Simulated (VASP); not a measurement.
# Pt (C2/m) in VASP: single point with PBE

Aim: the single point of Pt with PBE.

All numbers are computed with VASP 6.6.1; they aren't measurements. Logs are shortened: lines on timing, memory, paths and dates and some standing lists are left out, and cuts for length are marked.

**1. The cell of the first run**

The structure is monoclinic, space group C2/m (No. 12). Conventional cell: a = 4.862 Å, b = 2.807 Å, c = 4.862 Å, α = 90.00°, β = 109.47°, γ = 90.00°. Pt (site symmetry m) has 12 Pt at 2.74 to 2.88 Å within 3.6 Å.

**2. Single point, PBE (atoms displaced along a vibrational mode)**

Input file INCAR:

```
SYSTEM = Pt
ALGO = Normal ; EDIFF = 1E-6
ENCUT = 500 ; GGA = PE
GGA_COMPAT = .FALSE. ; ISIF = 2
ISMEAR = 0 ; LASPH = .TRUE.
LCHARG = .FALSE. ; LREAL = .FALSE.
LWAVE = .FALSE. ; NBANDS = 17
NELM = 120 ; PREC = Accurate
SIGMA = 0.15
```

Input file KPOINTS:

```
k-points
0
G
  24 24 24
  0 0 0
```

Input file POSCAR:

```
Pt
1.0
    0.0000000000     -1.9850550544     -1.9850550544
   -1.9850550544      0.0000000000     -1.9850550544
    1.9850550544      1.9850550544     -3.9701101089
Pt
2
Direct
    0.4876603435      0.4876603435      0.5000000000
    0.0123396565      0.0123396565      0.0000000000
```

Potentials or basis: VASP PAW PBE potentials, release 64 (Pt).

Started as:

```bash
$ cat potpaw_PBE.64/Pt/POTCAR > POTCAR
$ mpirun -np 1 vasp_std > vasp.out
```

OUTCAR:

```text
SYSTEM = Pt
   EDIFF = 1E-6
   ENCUT = 500
   GGA = PE
   ISIF = 2
   ISMEAR = 0
   LASPH = .TRUE.
   LREAL = .FALSE.
   NELM = 120
   PREC = Accurate

 ion  position               nearest neighbor table
   1  0.488  0.488  0.500-   2 2.74   2 2.78   2 2.78   2 2.84   2 2.84   2 2.88
   2  0.012  0.012  0.000-   1 2.74   1 2.78   1 2.78   1 2.84   1 2.84   1 2.88

  LATTYP: Found a trigonal (rhomboedric) cell.
 ALAT       =     4.8623719947
 COS(alpha) =     0.8333333333

  Lattice vectors:

 A1 = (   1.9850550544,   3.9701101088,  -1.9850550545)
 A2 = (   3.9701101088,   1.9850550544,  -1.9850550545)
 A3 = (   1.9850550544,   1.9850550544,  -3.9701101089)

Analysis of symmetry for initial positions (statically):
=====================================================================
 Subroutine PRICEL returns:
 Original cell was already a primitive cell.

 Routine SETGRP: Setting up the symmetry group for a
 trigonal (rhombohedral) supercell.

 Subroutine GETGRP returns: Found  4 space group operations
 (whereof  2 operations were pure point group operations)
 out of a pool of 12 trial point group operations.

The static configuration has the point symmetry C_1h.
 The point group associated with its full space group is C_2h.

Analysis of symmetry for dynamics (positions and initial velocities):
=====================================================================
 Subroutine PRICEL returns:
 Original cell was already a primitive cell.

 Routine SETGRP: Setting up the symmetry group for a
 trigonal (rhombohedral) supercell.

 Subroutine GETGRP returns: Found  4 space group operations
 (whereof  2 operations were pure point group operations)
 out of a pool of 12 trial point group operations.

The dynamic configuration has the point symmetry C_1h.
 The point group associated with its full space group is C_2h.

 Subroutine INISYM returns: Found  4 space group operations
 (whereof  2 operations are pure point group operations),
 and found     1 'primitive' translations

----------------------------------------------------------------------------------------

                                     Primitive cell

  volume of cell :      31.2880

  direct lattice vectors                    reciprocal lattice vectors
     0.000000000 -1.985055054 -1.985055054     0.125941091 -0.377823274 -0.125941091
    -1.985055054  0.000000000 -1.985055054    -0.377823274  0.125941091 -0.125941091
     1.985055054  1.985055054 -3.970110109     0.125941091  0.125941091 -0.125941091

  length of vectors
     2.807291780  2.807291780  4.862371995     0.417699346  0.417699346  0.218136369

  position of ions in fractional coordinates (direct lattice)
     0.487660343  0.487660343  0.500000000
     0.012339656  0.012339656  0.000000000

  ion indices of the primitive-cell ions
   primitive index   ion index
                 1           1
                 2           2

----------------------------------------------------------------------------------------

 KPOINTS: k-points

Automatic generation of k-mesh.
 Grid dimensions read from file:
 generate k-points for:   24   24   24

 Generating k-lattice:

  Cartesian coordinates                     Fractional coordinates (reciprocal lattice)
     0.005247545 -0.015742636 -0.005247545     0.041666667  0.000000000  0.000000000
    -0.015742636  0.005247545 -0.005247545     0.000000000  0.041666667  0.000000000
     0.005247545  0.005247545 -0.005247545     0.000000000  0.000000000  0.041666667

  Length of vectors
     0.017404139  0.017404139  0.009089015

  Shift w.r.t. Gamma in fractional coordinates (k-lattice)
     0.000000000  0.000000000  0.000000000

 Subroutine IBZKPT returns following result:
 ===========================================

 Found   3614 irreducible k-points:

 Following reciprocal coordinates:
            Coordinates               Weight
  0.000000  0.000000  0.000000      1.000000
  0.041667  0.000000  0.000000      4.000000
 -0.041667 -0.041667 -0.041667      2.000000
  0.083333  0.000000  0.000000      4.000000
 -0.083333 -0.083333 -0.083333      2.000000
  0.125000  0.000000  0.000000      4.000000
[... 16 lines left out ...]
 -0.458333 -0.458333 -0.458333      2.000000
  0.500000  0.000000  0.000000      2.000000
 [... further k-points ...]
   k-points           NKPTS =   3614   k-points in BZ     NKDIM =   3614   number of bands    NBANDS=     17
   number of dos      NEDOS =    301   number of ions     NIONS =      2
   total plane-waves  NPLWV =  14400
   dimension x,y,z NGX =    20 NGY =   20 NGZ =   36
   dimension x,y,z NGXF=    40 NGYF=   40 NGZF=   72
   ions per type =               2
   NGX,Y,Z   is equivalent  to a cutoff of  11.84, 11.84, 12.31 a.u.
   NGXF,Y,Z  is equivalent  to a cutoff of  23.69, 23.69, 24.62 a.u.
 SYSTEM =  Pt
   PREC   = accura    normal or accurate (medium, high low for compatibility)
   ISTART =      0    job   : 0-new  1-cont  2-samecut
   ICHARG =      2    charge: 1-file 2-atom 10-const
   ISPIN  =      1    spin polarized calculation?
   LNONCOLLINEAR =      F non collinear calculations
   LSORBIT =      F    spin-orbit coupling
   LASPH  =      T    aspherical Exc in radial PAW
   ENCUT  =  500.0 eV  36.75 Ry    6.06 a.u.   5.12  5.12  8.87*2*pi/ulx,y,z
   NELM   =    120;   NELMIN=  2; NELMDL= -5     # of ELM steps
   EDIFF  = 0.1E-05   stopping-criterion for ELM
   LREAL  =      F    real-space projection
   EDIFFG = 0.1E-04   stopping-criterion for IOM
   NSW    =      0    number of steps for IOM
   IBRION =     -1    ionic relax: 0-MD 1-quasi-New 2-CG
   NFREE  =      0    steps in history (QN), initial steepest desc. (CG)
   ISIF   =      2    stress and relaxation
   ISYM   =      2    0-nonsym 1-usesym 2-fastsym
   POTIM  = 0.5000    time-step for ionic-motion
   TEBEG  =    0.0;   TEEND  =   0.0 temperature during run
   PSTRESS=    0.0 pullay stress
   NELECT =      20.0000    total number of electrons
   NUPDOWN=      -1.0000    fix difference up-down
   EMIN   =  10.00;   EMAX   =-10.00  energy-range for DOS
   EFERMI =   0.00;   METHOD = LEGACY
   ISMEAR =     0;   SIGMA  =   0.15  broadening in eV -4-tet -1-fermi 0-gaus
   EFERMI_NEDOS =   21; number of points for ismear=-14 and -15
   IALGO  =     38    algorithm
   IMIX   =      4    mixing-type and parameters
     AMIX     =   0.40;   BMIX     =  1.00
     AMIX_MAG =   1.60;   BMIX_MAG =  1.00
  volume/ion in A,a.u.               =      15.64       105.57
  Fermi-wavevector in a.u.,A,eV,Ry     =   1.410238  2.664963 27.058858  1.988770
  Thomas-Fermi vector in A             =   2.532212
   LORBIT       =      0    0 simple, 1 ext, 2 COOP (PROOUT), +10 PAW based schemes
   GGA     = PE    functional components
   LHFCALC =     F    Hartree Fock is set to
   AEXX    =    0.0000 exact exchange contribution
   IVDW    =     0    specifies the selected vdW correction
   LEPSILON=     F    determine dielectric tensor
   LRPA    =     F    only Hartree local field effects (RPA)
 non-spin polarized calculation
 Gauss-broadening in eV      SIGMA  =   0.15
  energy-cutoff  :      500.00
  volume of cell :       31.29
 maximum number of plane-waves:       814
   NGX = 11   NGY = 11   NGZ = 17

 number of electron      19.9999998 magnetization

 Free energy of the ion-electron system (eV)
  ---------------------------------------------------
  ext. energy  EPLUGINS =         0.00000000
  ---------------------------------------------------
  free energy    TOTEN  =       -12.19884698 eV

  energy without entropy =      -12.15331628  energy(sigma->0) =      -12.17608163

 E-fermi :  10.5683     XC(G=0): -13.2703

 val. band max:       10.5682588743   @ k =  -0.2500   0.1250   0.1667
 cond. band min:      10.5685074641   @ k =  -0.0417   0.4583   0.4167
 fundamental gap:      0.0002485898
 Fermi energy:        10.5682969279

 k-point     1 :       0.0000    0.0000    0.0000
  band No.  band energies     occupation
      1       0.7646      2.00000
      2       3.6325      2.00000
      3       6.9509      2.00000
      4       6.9674      2.00000
      5       6.9721      2.00000
      6       7.0187      2.00000
[... 9 lines left out ...]
     16      29.3483      0.00000
     17      29.4157      0.00000

 k-point     2 :       0.0417    0.0000    0.0000
  band No.  band energies     occupation
      1       0.8268      2.00000
      2       3.6866      2.00000
      3       6.9108      2.00000
      4       6.9807      2.00000
      5       7.0032      2.00000
      6       7.0091      2.00000
[... 9 lines left out ...]
     16      29.1158      0.00000
     17      29.3356      0.00000

 k-point     3 :      -0.0417   -0.0417   -0.0417
  band No.  band energies     occupation
      1       0.8267      2.00000
      2       3.6866      2.00000
      3       6.9218      2.00000
      4       6.9715      2.00000
      5       6.9928      2.00000
      6       7.0303      2.00000
[... 9 lines left out ...]
     16      29.1668      0.00000
     17      29.3197      0.00000

 k-point     4 :       0.0833    0.0000    0.0000
  band No.  band energies     occupation
      1       1.0112      2.00000
      2       3.8451      2.00000
      3       6.7910      2.00000
      4       6.8840      2.00000
      5       7.0810      2.00000
      6       7.1317      2.00000
[... 9 lines left out ...]
     16      28.4785      0.00000
     17      28.9437      0.00000
[... 343 lines left out ...]
      1       4.5606      2.00000
      2       4.7446      2.00000
      3       5.6901      2.00000
      4       5.8624      2.00000
      5       7.0270      2.00000
      6       7.3170      2.00000
[... 9 lines left out ...]
     16      25.3429      0.00000
     17      25.7975      0.00000

 k-point    23 :      -0.4583   -0.4583   -0.4583
  band No.  band energies     occupation
      1       4.5289      2.00000
      2       4.7648      2.00000
      3       5.6037      2.00000
      4       5.9088      2.00000
      5       7.1323      2.00000
      6       7.4282      2.00000
[... 9 lines left out ...]
     16      25.6315      0.00000
     17      25.8766      0.00000

 k-point    24 :       0.5000    0.0000    0.0000
  band No.  band energies     occupation
      1       4.6173      2.00000
      2       4.6932      2.00000
      3       5.6796      2.00000
      4       5.8473      2.00000
      5       7.1506      2.00000
      6       7.2387      2.00000
[... 9 lines left out ...]
     16      24.7122      0.00000
     17      25.6831      0.00000

 [... further k-points ...]
[... 5 lines left out ...]
  --------------------------------------------------------------------------------------
  -------------------------------------------------------------------------------------
  Total        0.0305658      0.0305658     -0.0720146      0.1177710     -0.0581368     -0.0581369
  in kB        1.5651944      1.5651944     -3.6876827      6.0307481     -2.9770366     -2.9770401
  external PRESSURE =      -0.1857647 kB  Pullay stress =       0.0000000 kB

 VOLUME and BASIS-vectors are now :
 -----------------------------------------------------------------------------
  energy-cutoff  :      500.00
  volume of cell :       31.29
      direct lattice vectors                 reciprocal lattice vectors
     0.000000000 -1.985055054 -1.985055054     0.125941091 -0.377823274 -0.125941091
    -1.985055054  0.000000000 -1.985055054    -0.377823274  0.125941091 -0.125941091
     1.985055054  1.985055054 -3.970110109     0.125941091  0.125941091 -0.125941091

 POSITION                                       TOTAL-FORCE (eV/Angst)
 -----------------------------------------------------------------------------------
      0.02449      0.02449     -3.92112        -0.136084     -0.136084     -0.259158
     -0.02449     -0.02449     -0.04899         0.136084      0.136084      0.259158
 -----------------------------------------------------------------------------------
    total drift:                                0.000000      0.000000     -0.000000

  FREE ENERGIE OF THE ION-ELECTRON SYSTEM (eV)
  ---------------------------------------------------
  free  energy   TOTEN  =       -12.1988469758 eV

  energy  without entropy=      -12.1533162819  energy(sigma->0) =      -12.17608163
```

Wall time 8 min (1 thread of Intel Xeon 6975P-C (Granite Rapids), shared host); peak memory 1.4 GiB.

What came out:

```yaml
Free_energy: -12.1988 eV
Pressure: 0.0 GPa
Largest_force: 0.323 eV/Å
Band_gap_on_the_k_mesh: zero (bands 10 and 11 overlap by 1.65 eV)
```

Forces on the atoms (eV/Å):
```
Pt  -0.136 -0.136 -0.259
Pt   0.136  0.136  0.259
```

Stress tensor (GPa, compression positive):
```
 0.16  0.60 -0.30
 0.60  0.16 -0.30
-0.30 -0.30 -0.37
```

Caveat: the cell differs from its parent crystal (atoms displaced along a vibrational mode); spin-orbit coupling is left out, which moves the levels of the heavy elements.
